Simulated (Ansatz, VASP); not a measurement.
**C in VASP and in Ansatz**

```
C
1.0
     2.48962    0.00000    0.00000
    -1.24481    2.15608    0.00000
     0.00000    0.00000    8.21427
C
8
Cartesian
  0.0000 0.0000 0.8114
  0.0000 0.0000 4.9185
  0.0000 0.0000 3.2957
  0.0000 0.0000 7.4029
  0.0000 1.4374 1.2404
  1.2448 0.7187 5.3475
  0.0000 1.4374 2.8668
  1.2448 0.7187 6.9739
```

Change from the starting cell: mode 21 frozen in at +0.048 Å, strain +e along z and -e/2 along x and y +0.0000.

Alike in both runs: task single point; functional LDA; k mesh 12 × 12 × 4; occupations gaussian, width 0.05 eV; no spin polarisation.

```csv
,VASP,Ansatz
version,VASP 6.6.1,Ansatz 0.2.0
potentials or method,"VASP PAW LDA potentials, release 64 (C), cutoff 520 eV","scalar-relativistic, plane waves, PAW"
valence electrons in the cell,32,32
```

Ansatz gave:

- gap on the k mesh at the Fermi level (eV): 2.91
- least direct gap on the mesh (eV): 2.91
- pressure (GPa): 3.1
- traceless stress, the component that is largest in VASP (GPa): -0.58
- rms of the force components (eV/Å): 1.573

Q: Which values does VASP return?

A: gap on the k mesh at the Fermi level (eV): 2.91; least direct gap on the mesh (eV): 2.91; pressure (GPa): 4.8; traceless stress, the component that is largest in VASP (GPa): -1.00; rms of the force components (eV/Å): 1.583.

Ansatz warns that its potentials were made for another functional, while VASP's fit it. LDA's correlation is that of Perdew and Zunger in VASP and of Perdew and Wang (1992) in Ansatz. Atom by atom the forces differ by 0.010 eV/Å (rms over components).
